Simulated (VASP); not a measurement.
Here is a VASP 6.6.1 calculation.

INCAR

```
  PREC = Accurate
  ENCUT = 520
  EDIFF = 1E-6
  ISMEAR = 0
  SIGMA = 0.01
  LREAL = False
  LASPH = True
  NELM = 60
  ALGO = Normal
  ISIF = 2
  LWAVE = False
  LCHARG = False
  IBRION = 2
  NSW = 80
  EDIFFG = -0.004
```

File KPOINTS:

```
regular mesh
0
Gamma
  8 8 5
```

The input POSCAR:

```
AlN
1.0
    3.0733389093      0.0000000000      0.0000000000
   -1.5366694546      2.6615895699      0.0000000000
    0.0000000000      0.0000000000      4.9433073469
Al N
2 2
Direct
    0.3333333333      0.6666666667      0.0000034427
    0.6666666667      0.3333333333      0.5000034427
    0.3333333333      0.6666666667      0.3819965573
    0.6666666667      0.3333333333      0.8819965573
```

Potentials or basis: VASP PAW LDA potentials, release 64 (Al, N).

Launch:

```console
$ cat potpaw_LDA.64/Al/POTCAR potpaw_LDA.64/N/POTCAR > POTCAR
$ mpirun -np 1 vasp_std > vasp.out
```

Estimate the band gap on the k mesh.

4.54 eV, direct.

Estimate the energy gained by relaxing.

0.1 meV/atom.

The path:
| step | energy change (eV) | largest force (eV/Å) | pressure (GPa) |
| --- | --- | --- | --- |
| 1 | 0.0000 | 0.0619 | 2.85 |
| 2 | -0.0003 | 0.0196 | 2.89 |
| 3 | -0.0003 | 0.0004 | 2.89 |

A k mesh can miss the band edges. Expect the measured gap to be larger: semilocal functionals such as LDA lack the derivative discontinuity.
